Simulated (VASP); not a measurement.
# Pd (Fd-3m) in VASP: notebook

Runs on Pd. Level: LDA. Tasks: relaxation of cell and atoms.

Program: VASP 6.6.1. These are calculated values, not measurements. Logs are shortened: lines on timing, memory, paths and dates and some standing lists are left out, and cuts for length are marked.

### 1 The cell of the first run

The structure is cubic, space group Fd-3m (No. 227). The conventional cell has a = 5.350 Å, b = 5.350 Å, c = 5.350 Å, α = 90.00°, β = 90.00°, γ = 90.00°. Pd (site symmetry -43m) has 4 Pd at 2.32 Å within 3.1 Å.

This isn't the form of Pd at room conditions, which is fcc.

### 2 Relaxation of cell and atoms, LDA, target pressure 10 GPa, at which the enthalpy is minimised

Contents of INCAR:

```
SYSTEM = Pd
PREC     = Accurate       ! precision mode
ENCUT    = 500            ! plane-wave cutoff, eV
EDIFF    = 1E-7           ! SCF threshold, eV
ISMEAR   = -1             ! smearing method
SIGMA    = 0.05           ! smearing width, eV
LREAL    = .False.        ! projectors in reciprocal space
LASPH    = .True.         ! aspherical terms in the spheres
NELM     = 120            ! most SCF steps
ALGO     = Normal         ! electronic algorithm
ISIF     = 3              ! what is computed and relaxed
LWAVE    = .False.        ! write WAVECAR
LCHARG   = .False.        ! write CHGCAR
IBRION   = 2              ! ionic algorithm
NSW      = 60             ! ionic steps
EDIFFG   = -0.02          ! ionic threshold
PSTRESS  = 100.0        
GGA_COMPAT= .False.      
NELMIN   = 4
```

Contents of KPOINTS:

```
Automatic mesh
0
Gamma
  8 8 8
  0 0 0
```

Contents of POSCAR:

```
Pd
1.0
    0.0000000000      2.6750000000      2.6750000000
    2.6750000000      0.0000000000      2.6750000000
    2.6750000000      2.6750000000      0.0000000000
Pd
2
Direct
    1.0000000000      1.0000000000      1.0000000000
    0.2500000000      0.2500000000      0.2500000000
```

Potentials or basis: VASP PAW LDA potentials, release 64 (Pd).

Command:

```bash
$ cat potpaw_LDA.64/Pd/POTCAR > POTCAR
$ mpirun -np 1 vasp_std > vasp.out
```

OUTCAR:

```text
SYSTEM = Pd
   PREC = Accurate
   ENCUT = 500
   EDIFF = 1E-7
   ISMEAR = -1
   LREAL = .False.
   LASPH = .True.
   NELM = 120
   ISIF = 3
   IBRION = 2
   NSW = 60
   EDIFFG = -0.02
   PSTRESS = 100.0
   NELMIN = 4

 ion  position               nearest neighbor table
   1  0.000  0.000  0.000-   2 2.32   2 2.32   2 2.32   2 2.32
   2  0.250  0.250  0.250-   1 2.32   1 2.32   1 2.32   1 2.32

  LATTYP: Found a face centered cubic cell.
 ALAT       =     5.3500000000

  Lattice vectors:

 A1 = (   0.0000000000,   2.6750000000,   2.6750000000)
 A2 = (   2.6750000000,   0.0000000000,   2.6750000000)
 A3 = (   2.6750000000,   2.6750000000,   0.0000000000)

Analysis of symmetry for initial positions (statically):
=====================================================================
 Subroutine PRICEL returns:
 Original cell was already a primitive cell.

 Routine SETGRP: Setting up the symmetry group for a
 face centered cubic supercell.

 Subroutine GETGRP returns: Found 48 space group operations
 (whereof 24 operations were pure point group operations)
 out of a pool of 48 trial point group operations.

The static configuration has the point symmetry T_d .
 The point group associated with its full space group is O_h .

Analysis of symmetry for dynamics (positions and initial velocities):
=====================================================================
 Subroutine PRICEL returns:
 Original cell was already a primitive cell.

 Routine SETGRP: Setting up the symmetry group for a
 face centered cubic supercell.

 Subroutine GETGRP returns: Found 48 space group operations
 (whereof 24 operations were pure point group operations)
 out of a pool of 48 trial point group operations.

The dynamic configuration has the point symmetry T_d .
 The point group associated with its full space group is O_h .

 Subroutine INISYM returns: Found 48 space group operations
 (whereof 24 operations are pure point group operations),
 and found     1 'primitive' translations

----------------------------------------------------------------------------------------

                                     Primitive cell

  volume of cell :      38.2826

  direct lattice vectors                    reciprocal lattice vectors
     0.000000000  2.675000000  2.675000000    -0.186915888  0.186915888  0.186915888
     2.675000000  0.000000000  2.675000000     0.186915888 -0.186915888  0.186915888
     2.675000000  2.675000000  0.000000000     0.186915888  0.186915888 -0.186915888

  length of vectors
     3.783021279  3.783021279  3.783021279     0.323747814  0.323747814  0.323747814

  position of ions in fractional coordinates (direct lattice)
     0.000000000  0.000000000  0.000000000
     0.250000000  0.250000000  0.250000000

  ion indices of the primitive-cell ions
   primitive index   ion index
                 1           1
                 2           2

----------------------------------------------------------------------------------------

 KPOINTS: Automatic mesh

Automatic generation of k-mesh.
 Grid dimensions read from file:
 generate k-points for:    8    8    8

 Generating k-lattice:

  Cartesian coordinates                     Fractional coordinates (reciprocal lattice)
    -0.023364486  0.023364486  0.023364486     0.125000000  0.000000000  0.000000000
     0.023364486 -0.023364486  0.023364486     0.000000000  0.125000000  0.000000000
     0.023364486  0.023364486 -0.023364486     0.000000000  0.000000000  0.125000000

  Length of vectors
     0.040468477  0.040468477  0.040468477

  Shift w.r.t. Gamma in fractional coordinates (k-lattice)
     0.000000000  0.000000000  0.000000000

 Subroutine IBZKPT returns following result:
 ===========================================

 Found     29 irreducible k-points:

 Following reciprocal coordinates:
            Coordinates               Weight
  0.000000  0.000000  0.000000      1.000000
  0.125000  0.000000  0.000000      8.000000
  0.250000  0.000000  0.000000      8.000000
  0.375000  0.000000  0.000000      8.000000
  0.500000  0.000000  0.000000      4.000000
  0.125000  0.125000  0.000000      6.000000
[... 16 lines left out ...]
  0.500000  0.250000  0.125000     48.000000
 -0.375000  0.250000  0.125000     24.000000
 [... further k-points ...]
   k-points           NKPTS =     29   k-points in BZ     NKDIM =     29   number of bands    NBANDS=     14
   number of dos      NEDOS =    301   number of ions     NIONS =      2
   total plane-waves  NPLWV =  21952
   dimension x,y,z NGX =    28 NGY =   28 NGZ =   28
   dimension x,y,z NGXF=    56 NGYF=   56 NGZF=   56
   ions per type =               2
   NGX,Y,Z   is equivalent  to a cutoff of  12.30, 12.30, 12.30 a.u.
   NGXF,Y,Z  is equivalent  to a cutoff of  24.61, 24.61, 24.61 a.u.
 SYSTEM =  Pd
   PREC   = accura    normal or accurate (medium, high low for compatibility)
   ISTART =      0    job   : 0-new  1-cont  2-samecut
   ICHARG =      2    charge: 1-file 2-atom 10-const
   ISPIN  =      1    spin polarized calculation?
   LNONCOLLINEAR =      F non collinear calculations
   LSORBIT =      F    spin-orbit coupling
   LASPH  =      T    aspherical Exc in radial PAW
   ENCUT  =  500.0 eV  36.75 Ry    6.06 a.u.   6.90  6.90  6.90*2*pi/ulx,y,z
   NELM   =    120;   NELMIN=  4; NELMDL= -5     # of ELM steps
   EDIFF  = 0.1E-06   stopping-criterion for ELM
   LREAL  =      F    real-space projection
   EDIFFG = -.2E-01   stopping-criterion for IOM
   NSW    =     60    number of steps for IOM
   IBRION =      2    ionic relax: 0-MD 1-quasi-New 2-CG
   NFREE  =      1    steps in history (QN), initial steepest desc. (CG)
   ISIF   =      3    stress and relaxation
   ISYM   =      2    0-nonsym 1-usesym 2-fastsym
   POTIM  = 0.5000    time-step for ionic-motion
   TEBEG  =    0.0;   TEEND  =   0.0 temperature during run
   PSTRESS=  100.0 pullay stress
   NELECT =      20.0000    total number of electrons
   NUPDOWN=      -1.0000    fix difference up-down
   EMIN   =  10.00;   EMAX   =-10.00  energy-range for DOS
   EFERMI =   0.00;   METHOD = LEGACY
   ISMEAR =    -1;   SIGMA  =   0.05  broadening in eV -4-tet -1-fermi 0-gaus
   EFERMI_NEDOS =   21; number of points for ismear=-14 and -15
   IALGO  =     38    algorithm
   IMIX   =      4    mixing-type and parameters
     AMIX     =   0.40;   BMIX     =  1.00
     AMIX_MAG =   1.60;   BMIX_MAG =  1.00
  volume/ion in A,a.u.               =      19.14       129.17
  Fermi-wavevector in a.u.,A,eV,Ry     =   1.318513  2.491628 23.653405  1.738476
  Thomas-Fermi vector in A             =   2.448477
   LORBIT       =      0    0 simple, 1 ext, 2 COOP (PROOUT), +10 PAW based schemes
   GGA     = CA    functional components
   LHFCALC =     F    Hartree Fock is set to
   AEXX    =    0.0000 exact exchange contribution
   IVDW    =     0    specifies the selected vdW correction
   LEPSILON=     F    determine dielectric tensor
   LRPA    =     F    only Hartree local field effects (RPA)
 conjugate gradient relaxation of ions
 non-spin polarized calculation
  energy-cutoff  :      500.00
  volume of cell :       38.28
 maximum number of plane-waves:       982
   NGX = 13   NGY = 13   NGZ = 13

--------------------------------------- Ionic step        1  -------------------------------------------

 number of electron      20.0000009 magnetization

 Free energy of the ion-electron system (eV)
  ---------------------------------------------------
  ext. energy  EPLUGINS =         0.00000000
  ---------------------------------------------------
  free energy    TOTEN  =        -9.89473561 eV

  energy without entropy =       -9.84820256  energy(sigma->0) =       -9.87146909

------------------------ aborting loop because EDIFF is reached ----------------------------------------

  FORCE on cell =-STRESS in cart. coord.  units (eV):
  Direction    XX          YY          ZZ          XY          YZ          ZX
  --------------------------------------------------------------------------------------
  -------------------------------------------------------------------------------------
  Total        4.7404142      4.7404142      4.7404142     -0.0000000     -0.0000000      0.0000000
  in kB      198.3926218    198.3926218    198.3926218     -0.0000000     -0.0000000      0.0000000
  external PRESSURE =      98.3926218 kB  Pullay stress =     100.0000000 kB
[... 99 lines left out ...]
  enthalpy is  TOTEN    =        -7.5723203399 eV   P V=        2.5380108044

--------------------------------------- Ionic step        4  -------------------------------------------

 number of electron      19.9999996 magnetization

 Free energy of the ion-electron system (eV)
  ---------------------------------------------------
  ext. energy  EPLUGINS =         0.00000000
  ---------------------------------------------------
  free energy    TOTEN  =       -10.10590944 eV

  energy without entropy =      -10.05517933  energy(sigma->0) =      -10.08054439

 E-fermi :   5.7722     XC(G=0): -11.3164

 val. band max:        5.7688117717   @ k =  -0.2500   0.3750   0.1250
 cond. band min:       5.7756284542   @ k =   0.3750   0.1250   0.0000
 fundamental gap:      0.0068166825
 Fermi energy:         5.7721740495

 k-point     1 :       0.0000    0.0000    0.0000
  band No.  band energies     occupation
      1       0.1733      2.00000
      2       1.4104      2.00000
      3       1.4104      2.00000
      4       1.6688      2.00000
      5       1.6688      2.00000
      6       1.6688      2.00000
      7       4.0269      2.00000
      8       4.0269      2.00000
      9       4.0269      2.00000
     10       5.6271      1.89581
     11       5.6271      1.89581
     12      18.7082      0.00000
     13      18.7082      0.00000
     14      18.7082      0.00000
[... 375 lines left out ...]
 k-point    24 :      -0.3750    0.2500    0.1250
  band No.  band energies     occupation
      1       0.9283      2.00000
      2       1.1034      2.00000
      3       1.7496      2.00000
      4       2.1448      2.00000
      5       2.3291      2.00000
      6       2.5077      2.00000
      7       3.7739      2.00000
      8       3.9736      2.00000
      9       5.6048      1.93208
     10       5.6346      1.87998
     11       6.4555      0.00000
     12       7.2621      0.00000
     13      11.9219      0.00000
     14      12.6946      0.00000

 [... further k-points ...]
[... 5 lines left out ...]
  --------------------------------------------------------------------------------------
  -------------------------------------------------------------------------------------
  Total        2.5286867      2.5286867      2.5286867     -0.0000000     -0.0000000      0.0000000
  in kB       99.8090567     99.8090567     99.8090567     -0.0000000     -0.0000000      0.0000000
  external PRESSURE =      -0.1909433 kB  Pullay stress =     100.0000000 kB
[... 17 lines left out ...]
  FREE ENERGIE OF THE ION-ELECTRON SYSTEM (eV)
  ---------------------------------------------------
  free  energy   TOTEN  =       -10.1059094390 eV

  energy  without entropy=      -10.0551793345  energy(sigma->0) =      -10.08054439

  enthalpy is  TOTEN    =        -7.5723851616 eV   P V=        2.5335242774

 reached required accuracy - stopping structural energy minimisation
```

Wall time 62 s (1 thread of AMD EPYC 7R43 (Zen 3), shared host); peak memory 0.11 GiB.

Results:

```yaml
Free_energy: -10.1059 eV
Relaxed_volume: 20.30 Å³/atom
Relaxed_cell: a = 3.858 Å, b = 3.858 Å, c = 3.858 Å, α = 60.00°, β = 60.00°, γ = 60.00°
Space_group_after_relaxing_to_0.1_Å: Fd-3m (No. 227)
Energy_change_on_relaxing_the_run_minimises_the_enthalpy: -105.6 meV/atom
Ionic_steps: 4
Pressure_after_relaxing: 10.0 GPa
Band_gap_on_the_k_mesh: zero (bands 10 and 11 overlap by 0.55 eV)
```

The path:
| step | energy change (eV) | largest force (eV/Å) | pressure (GPa) | volume (Å³) |
| --- | --- | --- | --- | --- |
| 1 | 0.0000 | 0.0000 | 19.84 | 38.28 |
| 2 | -0.3040 | 0.0000 | -2.13 | 45.17 |
| 3 | -0.2156 | 0.0000 | 9.72 | 40.66 |
| 4 | -0.2112 | 0.0000 | 9.98 | 40.59 |

Final structure:
```
Pd
1.0
     0.00000    2.72773    2.72773
     2.72773    0.00000    2.72773
     2.72773    2.72773    0.00000
Pd
2
Direct
  0.00000 0.00000 0.00000
  0.25000 0.25000 0.25000
```

Caveat: the cell is relaxed towards a set pressure, so the run minimises the enthalpy, not the energy.

### 3 Relaxation of cell and atoms, LDA, target pressure 20 GPa, at which the enthalpy is minimised

Contents of INCAR:

```
PREC = Accurate
ENCUT = 500
EDIFF = 1E-7
ISMEAR = -1
SIGMA = 0.05
LREAL = False
LASPH = True
NELM = 120
ALGO = Normal
ISIF = 3
LWAVE = False
LCHARG = False
IBRION = 2
NSW = 60
EDIFFG = -0.02
PSTRESS = 200.0
GGA_COMPAT = False
NELMIN = 4
```

Contents of KPOINTS:

```
Automatic mesh
0
Gamma
  8 8 8
```

POSCAR is that of step 2.

Potentials or basis: VASP PAW LDA potentials, release 64 (Pd).

Command:

```bash
$ cat potpaw_LDA.64/Pd/POTCAR > POTCAR
$ mpirun -np 1 vasp_std > vasp.out
```

OUTCAR:

```text
PREC = Accurate
   ENCUT = 500
   EDIFF = 1E-7
   ISMEAR = -1
   LREAL = False
   LASPH = True
   NELM = 120
   ISIF = 3
   IBRION = 2
   NSW = 60
   EDIFFG = -0.02
   PSTRESS = 200.0
   NELMIN = 4

 ion  position               nearest neighbor table
   1  0.000  0.000  0.000-   2 2.32   2 2.32   2 2.32   2 2.32
   2  0.250  0.250  0.250-   1 2.32   1 2.32   1 2.32   1 2.32

  LATTYP: Found a face centered cubic cell.
 ALAT       =     5.3500000000

  Lattice vectors:

 A1 = (   0.0000000000,   2.6750000000,   2.6750000000)
 A2 = (   2.6750000000,   0.0000000000,   2.6750000000)
 A3 = (   2.6750000000,   2.6750000000,   0.0000000000)

Analysis of symmetry for initial positions (statically):
=====================================================================
 Subroutine PRICEL returns:
 Original cell was already a primitive cell.

 Routine SETGRP: Setting up the symmetry group for a
 face centered cubic supercell.

 Subroutine GETGRP returns: Found 48 space group operations
 (whereof 24 operations were pure point group operations)
 out of a pool of 48 trial point group operations.

The static configuration has the point symmetry T_d .
[... 173 lines left out ...]
      2       1.8116      2.00000
      3       1.8116      2.00000
      4       2.1375      2.00000
      5       2.1375      2.00000
      6       2.1375      2.00000
      7       4.6700      2.00000
      8       4.6700      2.00000
      9       4.6700      2.00000
     10       6.4362      1.89716
     11       6.4362      1.89716
     12      19.8004      0.00000
     13      19.8844      0.00000
     14      19.8844      0.00000
[... 377 lines left out ...]
      1       1.2939      2.00000
      2       1.4878      2.00000
      3       2.1959      2.00000
      4       2.6270      2.00000
      5       2.8840      2.00000
      6       3.0299      2.00000
      7       4.3965      2.00000
      8       4.6112      2.00000
      9       6.3944      1.95415
     10       6.4195      1.92532
     11       7.1478      0.00002
     12       8.1305      0.00000
     13      12.9438      0.00000
     14      13.6786      0.00000

 [... further k-points ...]
[... 5 lines left out ...]
  --------------------------------------------------------------------------------------
  -------------------------------------------------------------------------------------
  Total        4.7404142      4.7404142      4.7404142     -0.0000000     -0.0000000      0.0000000
  in kB      198.3926218    198.3926218    198.3926218     -0.0000000     -0.0000000      0.0000000
  external PRESSURE =      -1.6073782 kB  Pullay stress =     200.0000000 kB

 VOLUME and BASIS-vectors are now :
 -----------------------------------------------------------------------------
  energy-cutoff  :      500.00
  volume of cell :       38.28
      direct lattice vectors                 reciprocal lattice vectors
     0.000000000  2.675000000  2.675000000    -0.186915888  0.186915888  0.186915888
     2.675000000  0.000000000  2.675000000     0.186915888 -0.186915888  0.186915888
     2.675000000  2.675000000  0.000000000     0.186915888  0.186915888 -0.186915888

 POSITION                                       TOTAL-FORCE (eV/Angst)
 -----------------------------------------------------------------------------------
      0.00000      0.00000      0.00000        -0.000000     -0.000000     -0.000000
      1.33750      1.33750      1.33750         0.000000      0.000000      0.000000
 -----------------------------------------------------------------------------------
    total drift:                                0.000000      0.000000      0.000000

  FREE ENERGIE OF THE ION-ELECTRON SYSTEM (eV)
  ---------------------------------------------------
  free  energy   TOTEN  =        -9.8947356106 eV

  energy  without entropy=       -9.8482025608  energy(sigma->0) =       -9.87146909

  enthalpy is  TOTEN    =        -5.1159145609 eV   P V=        4.7788210497

 reached required accuracy - stopping structural energy minimisation
```

OSZICAR:

```text
N       E                     dE             d eps       ncg     rms          rms(c)
DAV:   1     0.109734236505E+03    0.10973E+03   -0.98075E+03   812   0.129E+03
DAV:   2    -0.809067480805E+01   -0.11782E+03   -0.11170E+03   866   0.278E+02
DAV:   3    -0.102923516462E+02   -0.22017E+01   -0.21781E+01   944   0.424E+01
DAV:   4    -0.103123926964E+02   -0.20041E-01   -0.20035E-01   890   0.386E+00
DAV:   5    -0.103128216207E+02   -0.42892E-03   -0.42892E-03   950   0.631E-01    0.132E+01
DAV:   6    -0.995098572383E+01    0.36184E+00   -0.17478E+00   896   0.116E+01    0.781E+00
DAV:   7    -0.990878464698E+01    0.42201E-01   -0.45762E-02   878   0.208E+00    0.399E+00
DAV:   8    -0.989476547338E+01    0.14019E-01   -0.64375E-03   928   0.602E-01    0.880E-02
DAV:   9    -0.989473151602E+01    0.33957E-04   -0.30848E-04   896   0.139E-01    0.512E-02
DAV:  10    -0.989473741136E+01   -0.58953E-05   -0.48053E-05   914   0.489E-02    0.115E-02
DAV:  11    -0.989473566102E+01    0.17503E-05   -0.69730E-06   884   0.248E-02    0.200E-03
DAV:  12    -0.989473561060E+01    0.50421E-07   -0.18649E-07   610   0.351E-03
   1 F= -.51159146E+01 E0= -.50926480E+01  d E =-.511591E+01
```

Wall time 16 s (1 thread of AMD EPYC 7R43 (Zen 3), shared host); peak memory 0.11 GiB.

What came out:

- Free energy: -9.8947 eV
- Pressure after relaxing: 19.8 GPa
- Band gap on the k mesh: zero (bands 10 and 11 overlap by 0.60 eV)

Final structure:
```
Pd
1.0
     0.00000    2.67500    2.67500
     2.67500    0.00000    2.67500
     2.67500    2.67500    0.00000
Pd
2
Direct
  0.00000 0.00000 0.00000
  0.25000 0.25000 0.25000
```

Caveat: the relaxation stopped at its first step, so nothing moved; the cell is relaxed towards a set pressure, so the run minimises the enthalpy, not the energy.
